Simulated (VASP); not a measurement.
# Si62P (a cell with a defect) in VASP: a series of runs

The runs below take Si62P (a cell with a defect) through single point, with LDA.

Program: VASP 6.6.1. These are calculated values, not measurements. Logs are shortened: lines on timing, memory, paths and dates and some standing lists are left out, and cuts for length are marked.

## Step 1: The cell of the first run

The cell holds a defect, 63 atoms: a = 10.860 Å, b = 10.860 Å, c = 10.860 Å, α = 90.00°, β = 90.00°, γ = 90.00°.

## Step 2: Single point, LDA, collinear spin

The input, INCAR:

```
ALGO = Normal
EDIFF = 1E-7
ENCUT = 520
GGA = CA
ISIF = 2
ISMEAR = 0
ISPIN = 2
LASPH = T
LCHARG = T
LELF = T
LORBIT = 11
LREAL = Auto
LUSENCCL = F
LVHAR = T
LWAVE = F
MAGMOM = 0 0 0 0 0 0 0 0 0 0 0 0 0 0 0 0 0 0 0 0 0 0 0 0 0 0 0 0 0 0 0 0 0 0.11 0 0 0 0 0 0 0 0 0 0 0 0 0 0 0 0 0 0 0 0 0 0 0 0 0 0 0 0 0
NBANDS = 168
NELM = 150
PREC = Accurate
SIGMA = 0.02
```

The input, KPOINTS:

```
k-points
0
Gamma
  1 1 1
```

The input, POSCAR:

```
Si62P
1.0
   10.8600000000      0.0000000000      0.0000000000
    0.0000000000     10.8600000000      0.0000000000
    0.0000000000      0.0000000000     10.8600000000
Si P
62 1
Direct
    0.4989697053      0.0003295580     -0.0034306630
    0.7519160221      0.2570381215     -0.0111213628
    0.8712747698      0.3726807551      0.1252402394
    0.8605156538      0.1234656538      0.3684104972
   -0.0028067219     -0.0009231123      0.0034422652
    0.1248085635      0.1244032228      0.1251383057
    0.2541871087      0.2481420810      0.0032048803
    0.3903372007      0.3592433702      0.1309234807
    0.5015465009      0.4960604052      0.0034534991
    0.6250624309      0.6254022099      0.1256079190
    0.7514208103      0.7522069061      0.0037135359
    0.8711260589      0.8788158379      0.1317627072
    0.2494437385      0.0000011971      0.2512213628
    0.3728355433      0.1231601289      0.3798949355
    0.5164684162      0.2311658379      0.2599610497
    0.6263844383      0.3750797422      0.3787918969
    0.7489433702      0.4998862799      0.2509356354
    0.8743464088      0.6268799263      0.3736546961
    0.4959573665     -0.0006938306      0.5051007366
    0.6242451197      0.1254014733      0.6257343462
    0.7506230203      0.2512300184      0.5029648250
    0.8792860958      0.3740313076      0.6274101289
    0.7502801105     -0.0005206262      0.7490475138
    0.8742698895      0.1231659300      0.8758095764
   -0.0011297422      0.4984389503     -0.0017945672
    0.1303979742      0.6205348987      0.1231668508
    0.2509964088      0.7517472376     -0.0028785451
    0.3770391344      0.8779924494      0.1256846225
   -0.0047804788      0.2463976980      0.2486238490
    0.1218844383      0.3755491713      0.3717515654
    0.2569623389      0.4923267956      0.2468474217
    0.3738687845      0.6252155617      0.3737574586
    0.5006796501      0.7524946593      0.2497723757
    0.6217707182      0.8898067219      0.3684860037
   -0.0075103131      0.0001820442      0.4924056169
    0.1218825967      0.1236605893      0.6199966851
    0.2459651013      0.2542766114      0.4988627072
    0.3742116022      0.3751427256      0.6253829650
    0.4970007366      0.5023720994      0.4998391344
    0.6269998158      0.6308976980      0.6181890424
    0.7487546961      0.7599628913      0.4898699816
    0.8744627072      0.8750346225      0.6226366483
    0.2475394107     -0.0007327808      0.7476135359
    0.3752437385      0.1236028545      0.8742484346
    0.4994631676      0.2503679558      0.7498851750
    0.6257462247      0.3798240331      0.8695212707
    0.7521865562      0.5054997238      0.7440418048
    0.8745589319      0.6266610497      0.8756835175
    0.0024947514      0.7473460405      0.2479973297
    0.1235272560      0.8743777164      0.3744997238
   -0.0013851750      0.5012883978      0.4990262431
    0.1248213628      0.6242186004      0.6253839779
    0.2486595764      0.7499392265      0.5002122468
    0.3750215470      0.8699231123      0.6297122468
    0.0031844383      0.2484390424      0.7523866483
    0.1282022099      0.3733657459      0.8781104052
    0.2499896869      0.4999161142      0.7510940147
    0.3765429098      0.6219945672      0.8782236648
    0.5022128913      0.7469810313      0.7535171271
    0.6274232044      0.8765686004      0.8775085635
   -0.0008958564      0.7504269797      0.7489145488
    0.1227662983      0.8765094843      0.8750059853
    0.7137409761      0.0336905157      0.2376371087
```

Potentials or basis: VASP PAW LDA potentials, release 64 (Si, P).

Command:

```console
cat potpaw_LDA.64/Si/POTCAR potpaw_LDA.64/P/POTCAR > POTCAR
mpirun -np 1 vasp_gam > vasp.out
```

OUTCAR:

```text
EDIFF = 1E-7
   ENCUT = 520
   GGA = CA
   ISIF = 2
   ISMEAR = 0
   ISPIN = 2
   LASPH = T
   LORBIT = 11
   LREAL = Auto
   NELM = 150
   PREC = Accurate

 ion  position               nearest neighbor table
   1  0.499  0.000  0.997-  44 2.32  60 2.33  28 2.34
   2  0.752  0.257  0.989-  46 2.31  24 2.32   3 2.33
   3  0.871  0.373  0.125-   2 2.33  29 2.34  17 2.35  25 2.39
   4  0.861  0.123  0.368-  21 2.34  63 2.35  29 2.37  35 2.38
   5  0.997  0.999  0.003-  24 2.35   6 2.35  12 2.35  62 2.36
   6  0.125  0.124  0.125-   5 2.35  13 2.35   7 2.35  29 2.35
   7  0.254  0.248  0.003-  44 2.35   6 2.35   8 2.36  56 2.36
   8  0.390  0.359  0.131-   7 2.36   9 2.36  31 2.40  15 2.40
[... 53 lines left out ...]
  62  0.123  0.877  0.875-  43 2.35  27 2.35  61 2.36   5 2.36
  63  0.714  0.034  0.238-  34 2.34   4 2.35  12 2.66  15 3.04

  LATTYP: Found a simple cubic cell.
 ALAT       =    10.8600000000

  Lattice vectors:

 A1 = (  10.8600000000,   0.0000000000,   0.0000000000)
 A2 = (   0.0000000000,  10.8600000000,   0.0000000000)
 A3 = (   0.0000000000,   0.0000000000,  10.8600000000)

Analysis of symmetry for initial positions (statically):
=====================================================================
 Subroutine PRICEL returns:
 Original cell was already a primitive cell.

 Routine SETGRP: Setting up the symmetry group for a
 simple cubic supercell.

 Subroutine GETGRP returns: Found  1 space group operations
 (whereof  1 operations were pure point group operations)
 out of a pool of 48 trial point group operations.

The static configuration has the point symmetry C_1 .

Analysis of symmetry for dynamics (positions and initial velocities):
=====================================================================
 Subroutine PRICEL returns:
 Original cell was already a primitive cell.

 Routine SETGRP: Setting up the symmetry group for a
 simple cubic supercell.

 Subroutine GETGRP returns: Found  1 space group operations
 (whereof  1 operations were pure point group operations)
 out of a pool of 48 trial point group operations.

The dynamic configuration has the point symmetry C_1 .

Analysis of structural, dynamic, and magnetic symmetry:
=====================================================================
 Subroutine PRICEL returns:
 Original cell was already a primitive cell.

 Routine SETGRP: Setting up the symmetry group for a
 simple cubic supercell.

 Subroutine GETGRP returns: Found  1 space group operations
 (whereof  1 operations were pure point group operations)
 out of a pool of 48 trial point group operations.

The overall configuration has the point symmetry C_1 .

 Subroutine INISYM returns: Found  1 space group operations
 (whereof  1 operations are pure point group operations),
 and found     1 'primitive' translations

----------------------------------------------------------------------------------------

                                     Primitive cell

  volume of cell :    1280.8241

  direct lattice vectors                    reciprocal lattice vectors
    10.860000000  0.000000000  0.000000000     0.092081031  0.000000000  0.000000000
     0.000000000 10.860000000  0.000000000     0.000000000  0.092081031  0.000000000
     0.000000000  0.000000000 10.860000000     0.000000000  0.000000000  0.092081031

  length of vectors
    10.860000000 10.860000000 10.860000000     0.092081031  0.092081031  0.092081031

  position of ions in fractional coordinates (direct lattice)
     0.498969705  0.000329558  0.996569337
     0.751916022  0.257038122  0.988878637
     0.871274770  0.372680755  0.125240239
     0.860515654  0.123465654  0.368410497
     0.997193278  0.999076888  0.003442265
     0.124808563  0.124403223  0.125138306
[... 55 lines left out ...]
     0.122766298  0.876509484  0.875005985
     0.713740976  0.033690516  0.237637109

  ion indices of the primitive-cell ions
   primitive index   ion index
[... 106 lines left out ...]
   LNONCOLLINEAR =      F non collinear calculations
   LSORBIT =      F    spin-orbit coupling
[... 42 lines left out ...]
  ---------------------------------------------------
  free energy    TOTEN  =      -365.63615812 eV

  energy without entropy =     -365.63549859  energy(sigma->0) =     -365.63582835

 E-fermi :   6.0609     XC(G=0):  -9.5447

 val. band max:        6.0272141063   @ k =   0.0000   0.0000   0.0000
 cond. band min:       6.0946186014   @ k =   0.0000   0.0000   0.0000
 fundamental gap:      0.0674044951
 Fermi energy:         6.0609163229

 spin component 1

 k-point     1 :       0.0000    0.0000    0.0000
  band No.  band energies     occupation
      1      -6.3276      1.00000
      2      -5.6147      1.00000
      3      -5.2311      1.00000
      4      -5.2110      1.00000
      5      -5.2062      1.00000
      6      -5.2012      1.00000
[... 130 lines left out ...]
    137       6.7227      0.00000
    138       6.7722      0.00000
 Fermi energy:         6.0609163229

 spin component 2

 k-point     1 :       0.0000    0.0000    0.0000
  band No.  band energies     occupation
      1      -6.3135      1.00000
      2      -5.5938      1.00000
      3      -5.2214      1.00000
      4      -5.1996      1.00000
      5      -5.1913      1.00000
      6      -5.1887      1.00000
[... 130 lines left out ...]
    137       6.7338      0.00000
    138       6.7860      0.00000
 [bands above 138 left out]

------------------------ aborting loop because EDIFF is reached ----------------------------------------

  FORCE on cell =-STRESS in cart. coord.  units (eV):
  Direction    XX          YY          ZZ          XY          YZ          ZX
  --------------------------------------------------------------------------------------
  -------------------------------------------------------------------------------------
  Total      -15.8628667    -15.6493059    -10.7150672     -2.3526792     -1.9122108      0.5804867
  in kB      -19.8427921    -19.5756497    -13.4034317     -2.9429563     -2.3919763      0.7261283
  external PRESSURE =     -17.6072912 kB  Pullay stress =       0.0000000 kB

 VOLUME and BASIS-vectors are now :
 -----------------------------------------------------------------------------
  energy-cutoff  :      520.00
  volume of cell :     1280.82
      direct lattice vectors                 reciprocal lattice vectors
    10.860000000  0.000000000  0.000000000     0.092081031  0.000000000  0.000000000
     0.000000000 10.860000000  0.000000000     0.000000000  0.092081031  0.000000000
     0.000000000  0.000000000 10.860000000     0.000000000  0.000000000  0.092081031

 POSITION                                       TOTAL-FORCE (eV/Angst)
 -----------------------------------------------------------------------------------
      5.41881      0.00358     10.82274        -0.103980     -0.006502     -0.103986
      8.16581      2.79143     10.73922        -0.010000      0.037584     -0.011104
      9.46204      4.04731      1.36011         0.005341     -0.003189     -0.000199
      9.34520      1.34084      4.00094         0.078643     -0.047729      0.058730
     10.82952     10.84998      0.03738        -0.028593      0.001053      0.028105
      1.35542      1.35102      1.35900        -0.003915      0.005491      0.000079
[... 55 lines left out ...]
      1.33324      9.51889      9.50257        -0.001888      0.003031      0.015040
      7.75123      0.36588      2.58074         0.609420     -0.492649      0.042526
 -----------------------------------------------------------------------------------
    total drift:                               -0.006019      0.004928     -0.010412

  FREE ENERGIE OF THE ION-ELECTRON SYSTEM (eV)
  ---------------------------------------------------
  free  energy   TOTEN  =      -365.6361581207 eV

  energy  without entropy=     -365.6354985886  energy(sigma->0) =     -365.63582835

 total charge

# of ion       s       p       d       tot
------------------------------------------
    1        0.780   0.883   0.000   1.663
    2        0.779   0.890   0.000   1.669
    3        0.750   0.949   0.000   1.698
    4        0.746   0.922   0.000   1.668
    5        0.746   0.961   0.000   1.706
    6        0.744   0.966   0.000   1.710
[... 55 lines left out ...]
   62        0.746   0.958   0.000   1.703
   63        1.118   1.325   0.000   2.443
--------------------------------------------------
tot         47.603  60.206   0.000 107.809

 magnetization (x)

# of ion       s       p       d       tot
------------------------------------------
    1        0.001   0.015   0.000   0.016
    2        0.001   0.016   0.000   0.017
    3        0.000   0.001   0.000   0.002
    4        0.001   0.001   0.000   0.001
    5       -0.000   0.004   0.000   0.004
    6       -0.000   0.001   0.000   0.001
[... 55 lines left out ...]
   62       -0.000   0.004   0.000   0.004
   63        0.006   0.002   0.000   0.008
--------------------------------------------------
tot          0.069   0.236   0.000   0.306
```

It took 69 s on 1 × NVIDIA H100 80GB with 1 thread of AMD EPYC 7R13 (Zen 3), shared host; peak memory 1.9 GiB.

What came out:

```
Free energy                                           : -365.6362 eV
Pressure                                              : -1.8 GPa
Largest force                                         : 0.785 eV/Å
Net moment                                            : 0.98 μB per cell
Site moments                                          : Si +0.02, +0.00, +0.01, +0.04, -0.00, +0.05 (each value once); P +0.01 μB
Valence electrons inside the program's atomic spheres : Si 1.66, 1.67, 1.70, 1.71, 1.68, 1.65, 1.64, 1.72, 1.69 (each value once); P 2.44
```

Forces on the atoms (eV/Å):
```
Si  -0.104 -0.007 -0.104
Si  -0.010  0.038 -0.011
Si   0.005 -0.003  0.000
Si   0.079 -0.048  0.059
Si  -0.029  0.001  0.028
Si  -0.004  0.005  0.000
Si  -0.021  0.014  0.006
Si  -0.056  0.048 -0.001
Si  -0.016  0.016  0.001
Si  -0.002  0.004 -0.010
Si  -0.017  0.025  0.015
Si  -0.185  0.169  0.101
Si  -0.012  0.012  0.006
Si   0.038  0.012 -0.057
Si  -0.096  0.141 -0.085
Si  -0.001 -0.035 -0.043
Si  -0.008  0.009  0.005
Si   0.003 -0.009  0.005
Si   0.038  0.008 -0.028
Si  -0.003  0.007  0.007
Si  -0.007  0.001  0.006
Si  -0.021 -0.002 -0.010
Si  -0.002  0.002 -0.009
Si  -0.010 -0.008 -0.013
Si  -0.009  0.007  0.010
Si  -0.056  0.041 -0.001
Si  -0.001  0.022  0.023
Si  -0.001 -0.002 -0.014
Si   0.005  0.009  0.021
Si   0.017 -0.004 -0.012
Si  -0.048  0.047  0.007
Si  -0.006  0.019 -0.031
Si   0.024  0.018  0.001
Si   0.127 -0.112  0.057
Si   0.032  0.006  0.037
Si   0.004 -0.012  0.005
Si  -0.007  0.001 -0.003
Si  -0.004  0.000 -0.033
Si  -0.018  0.029 -0.008
Si  -0.009 -0.040  0.024
Si  -0.001 -0.071  0.073
Si   0.016 -0.017  0.009
Si  -0.031  0.003 -0.022
Si  -0.067  0.023 -0.055
Si  -0.011  0.017 -0.015
Si  -0.018 -0.016  0.008
Si  -0.006 -0.017  0.027
Si  -0.025  0.012  0.002
Si  -0.070  0.071  0.019
Si   0.011 -0.005 -0.001
Si   0.010 -0.003  0.008
Si   0.001  0.004 -0.012
Si   0.001  0.006  0.000
Si   0.011  0.017 -0.038
Si  -0.009  0.019  0.011
Si  -0.009 -0.001 -0.010
Si   0.003  0.000  0.002
Si  -0.010  0.007 -0.011
Si  -0.018  0.019  0.000
Si  -0.003 -0.012 -0.021
Si   0.009  0.004  0.019
Si  -0.002  0.003  0.015
P    0.609 -0.493  0.043
```

Caveat: the k points lie up to 0.58 Å⁻¹ apart.

(Continued in part 2 of 2.)
